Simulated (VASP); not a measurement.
Input of a VASP 6.6.1 run:

The input INCAR:

```
PREC = Accurate ; ENCUT = 520
EDIFF = 1E-7 ; ISMEAR = 0
SIGMA = 0.1 ; LREAL = False
LASPH = True ; NELM = 150
ALGO = Fast ; ISIF = 2
LWAVE = False ; LCHARG = False
ISPIN = 2 ; MAGMOM = 0 7 0 0 0
LORBIT = 11 ; LMAXMIX = 6
GGA = PE ; NBANDS = 42
```

File KPOINTS:

```
Automatic mesh
0
Gamma
  4 4 4
```

File POSCAR:

```
KEuCu3
1.0
    5.5803102615      0.0000000000      0.0000000000
    0.0000000000      5.5803102615      0.0000000000
    0.0000000000      0.0000000000      5.5803102615
K Eu Cu
1 1 3
Direct
    0.0000000000      0.0000000000      0.0000000000
    0.5000000000      0.5000000000      0.5000000000
    0.5000000000      0.5000000000      0.0000000000
    0.5000000000      0.0000000000      0.5000000000
    0.0000000000      0.5000000000      0.5000000000
```

Potentials or basis: VASP PAW PBE potentials, release 64 (K_sv, Eu, Cu).

The run is started by

```sh
$ cat potpaw_PBE.64/K_sv/POTCAR potpaw_PBE.64/Eu/POTCAR potpaw_PBE.64/Cu/POTCAR > POTCAR
$ mpirun -np 1 vasp_std > vasp.out
```

(1) Predict the pressure.

(2) Predict the net moment.

(3) Predict the site moments.

Results:

(1) 0.2 GPa.

(2) 6.92 μB per cell.

(3) K +0.00; Eu +6.54; Cu -0.02 μB.
